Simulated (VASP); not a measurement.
Runs of VASP 6.6.1 on NaF. Symmetry: Fm-3m, No. 225, cubic system. The conventional cell has a = 4.594 Å, b = 4.594 Å, c = 4.594 Å, α = 90.00°, β = 90.00°, γ = 90.00°. Na (site symmetry m-3m) has 6 F at 2.30 Å within 3.0 Å. F (site symmetry m-3m) has 6 Na at 2.30 Å within 3.0 Å. 

| level | k mesh | cutoff (eV) | smearing | grid for exact exchange (PRECFOCK) | share of exact exchange | screening parameter | gap on the mesh (eV) | pressure (GPa) |
| --- | --- | --- | --- | --- | --- | --- | --- | --- |
| HSE06 | 4 × 4 × 4 | 520 | gaussian 0.01 eV | Normal | 0.25 | 0.2079 1/Å | 8.61 | 1.6 |
| PBE | 4 × 4 × 4 | 600 | gaussian 0.01 eV | - | - | - | 6.44 | 3.4 |
| PBE-based screened hybrid with 40 % exact exchange | 4 × 4 × 4 | 520 | gaussian 0.01 eV | Normal | 0.4 | 0.2078 1/Å | 9.94 | 0.5 |
| PBE | 6 × 6 × 6 | 600 | methfessel-paxton 0.001 eV | - | - | - | 6.44 | 3.4 |
| PBE | 6 × 6 × 6 | 600 | methfessel-paxton 0.2 eV | - | - | - | 6.45 | 3.3 |
| PBE | 6 × 6 × 6 | 600 | methfessel-paxton 0.5 eV | - | - | - | 6.45 | (a) |
| PBE | 2 × 2 × 2 | 600 | gaussian 0.01 eV | - | - | - | (b) | (c) |
| PBE-based screened hybrid with 40 % exact exchange | 4 × 4 × 4 | 520 | gaussian 0.01 eV | Normal | 0.4 | 0.5 1/Å | 8.69 | 0.7 |

Alike in all rows: task single point; potentials or basis VASP PAW PBE potentials, release 64 (Na_pv, F); no spin polarisation; cell as given.

Q: Fill in the values left out.

A: (a) 3.2; (b) 6.34; (c) 4.7.

Caveats: some runs use coarse meshes; the PAW data sets were made with another functional, which shifts forces and pressure a little (at least some runs); the cell stands under pressure (at least some runs).

